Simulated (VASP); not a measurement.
Crystal: AgI.

```
Ag I
1.0
     0.00000    3.28857    3.28857
     3.28857    0.00000    3.28857
     3.28857    3.28857    0.00000
Ag I
1 1
Direct
  0.00000 0.00000 0.00000
  0.25000 0.25000 0.25000
```

Base run:

* Program: VASP 6.6.1
* Functional: PBE-based global hybrid with 30 % exact exchange
* Potentials or basis: VASP PAW PBE potentials, release 64 (Ag, I)
* Cutoff: 400 eV
* k mesh: 4 × 4 × 4
* Occupations: gaussian, width 0.01 eV
* Spin: no spin polarisation

Its results: band gap on the k mesh 3.57 eV; pressure 0.2 GPa.

Task: The run is repeated on the same cell with these changes: functional from PBE-based global hybrid with 30 % exact exchange to PBE-based screened hybrid with 40 % exact exchange; share of exact exchange from 0.3 to 0.4. What comes out?

Result: Band gap on the k mesh 3.19 eV; pressure 0.3 GPa.

Caveats: the structure was generated, so it needn't be the stable form of AgI; the PAW data sets were made with another functional, which shifts forces and pressure a little; spin-orbit coupling is left out, which moves the levels of the heavy elements.

